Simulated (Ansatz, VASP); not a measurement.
# SiC: VASP beside Ansatz

INCAR

```
SYSTEM = SiC
PREC     = Accurate       ! precision mode
ENCUT    = 520            ! plane-wave cutoff, eV
EDIFF    = 1E-7           ! SCF threshold, eV
ISMEAR   = 0              ! smearing method
SIGMA    = 0.05           ! smearing width, eV
LREAL    = .FALSE.        ! projectors in reciprocal space
LASPH    = .TRUE.         ! aspherical terms in the spheres
NELM     = 60             ! most SCF steps
ALGO     = Normal         ! electronic algorithm
ISIF     = 2              ! what is computed and relaxed
LWAVE    = .FALSE.        ! write WAVECAR
LCHARG   = .FALSE.        ! write CHGCAR
GGA      = PS             ! functional
NBANDS   = 11             ! bands
```

File KPOINTS:

```
Automatic mesh
0
G
  12 12 12
  0 0 0
```

The input POSCAR:

```
SiC
1.0
    0.0000000000      2.4403553397      1.7253312252
    2.4403553397      0.0000000000      1.7253312252
    2.4403553397      2.4403553397      0.0000000000
Si C
1 1
Direct
    0.0000000000      0.0000000000      0.0000000000
    0.7500000000      0.7500000000      0.7500000000
```

Input for Ansatz:

```yaml
crystal:
  lattice:
    - [0.0, 2.4403553397, 1.7253312252]
    - [2.4403553397, 0.0, 1.7253312252]
    - [2.4403553397, 2.4403553397, 0.0]
  atoms:
    - { symbol: Si, position: [0.0, 0.0, 0.0] }
    - { symbol: C, position: [0.75, 0.75, 0.75] }
basis:
  ecutwfc: 420
kpoints:
  mp_grid: { grid: [12, 12, 12] }
hamiltonian:
  xc: pbesol
scf:
  occupations: { method: gaussian, width: 0.05 }
output:
  forces: true
  stress: true
  eigenvalues: true
```

Alike in both runs: task single point; functional PBEsol; k mesh 12 × 12 × 12; occupations gaussian, width 0.05 eV; no spin polarisation.

|  | VASP | Ansatz |
| --- | --- | --- |
| version | VASP 6.6.1 | Ansatz 0.2.0 |
| potentials or method | VASP PAW PBE potentials, release 64 (Si, C), cutoff 520 eV | scalar-relativistic, plane waves, PAW |
| valence electrons in the cell | 8 | 8 |

|  | VASP | Ansatz | Ansatz less VASP |
| --- | --- | --- | --- |
| gap on the k mesh at the Fermi level (eV) | none | none | - |
| pressure (GPa) | -7.7 | -8.1 | -0.38 |
| traceless stress, the component that is largest in VASP (GPa) | 30.28 | 30.40 | +0.120 |

VASP's potentials were made for PBE, not for PBEsol. A gap of «none» marks a metal or a gap that the smearing closes. With one functional, cell and mesh, what is left measures potentials, basis and numerics.
